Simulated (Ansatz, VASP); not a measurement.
# Two plane-wave programs on SiNi

INCAR

```
PREC     = Accurate       # precision mode
ENCUT    = 520            # plane-wave cutoff, eV
EDIFF    = 1E-6           # SCF threshold, eV
ISMEAR   = 0              # smearing method
SIGMA    = 0.15           # smearing width, eV
LREAL    = F              # projectors in reciprocal space
LASPH    = T              # aspherical terms in the spheres
NELM     = 80             # most SCF steps
ALGO     = Normal         # electronic algorithm
ISIF     = 2              # what is computed and relaxed
LWAVE    = F              # write WAVECAR
LCHARG   = F              # write CHGCAR
GGA      = PS             # functional
NBANDS   = 38             # bands
```

The input KPOINTS:

```
Automatic mesh
0
Gamma
  8 8 8
```

The input POSCAR:

```
SiNi
1.0
    4.4679769699      0.0000000000      0.0000000000
    0.0000000000      4.4679769699      0.0000000000
    0.0000000000      0.0000000000      4.4679769699
Si Ni
4 4
Direct
    0.8464645197      0.8464645197      0.8464645197
    0.6535354803      0.1535354803      0.3464645197
    0.3464645197      0.6535354803      0.1535354803
    0.1535354803      0.3464645197      0.6535354803
    0.1489904748      0.1489904748      0.1489904748
    0.3510095252      0.8510095252      0.6489904748
    0.6489904748      0.3510095252      0.8510095252
    0.8510095252      0.6489904748      0.3510095252
```

Input for Ansatz:

```yaml
crystal:
  lattice:
    - [4.4679769699, 0.0, 0.0]
    - [0.0, 4.4679769699, 0.0]
    - [0.0, 0.0, 4.4679769699]
  atoms:
    - { symbol: Si, position: [0.8464645197, 0.8464645197, 0.8464645197] }
    - { symbol: Si, position: [0.6535354803, 0.1535354803, 0.3464645197] }
    - { symbol: Si, position: [0.3464645197, 0.6535354803, 0.1535354803] }
    - { symbol: Si, position: [0.1535354803, 0.3464645197, 0.6535354803] }
    - { symbol: Ni, position: [0.1489904748, 0.1489904748, 0.1489904748] }
    - { symbol: Ni, position: [0.3510095252, 0.8510095252, 0.6489904748] }
    - { symbol: Ni, position: [0.6489904748, 0.3510095252, 0.8510095252] }
    - { symbol: Ni, position: [0.8510095252, 0.6489904748, 0.3510095252] }
basis:
  ecutwfc: 420
kpoints:
  mp_grid: { grid: [8, 8, 8] }
hamiltonian:
  xc: pbesol
scf:
  occupations: { method: gaussian, width: 0.15 }
output:
  forces: true
  stress: true
  eigenvalues: true
```

Alike in both runs: task single point; functional PBEsol; k mesh 8 × 8 × 8; occupations gaussian, width 0.15 eV; no spin polarisation.

|  | VASP | Ansatz |
| --- | --- | --- |
| version | VASP 6.6.1 | Ansatz 0.2.0 |
| potentials or method | VASP PAW PBE potentials, release 64 (Si, Ni), cutoff 520 eV | scalar-relativistic, plane waves, PAW |
| valence electrons in the cell | 56 | 88 |

|  | VASP | Ansatz | Ansatz less VASP |
| --- | --- | --- | --- |
| gap on the k mesh at the Fermi level (eV) | none | none | - |
| pressure (GPa) | 0.2 | 0.0 | -0.21 |

VASP's potentials were made for PBE, not for PBEsol. A gap of «none» marks a metal or a gap that the smearing closes. VASP's potentials hold 56 valence electrons a cell and Ansatz's 88, so a difference there can come from the potentials and not from the codes.
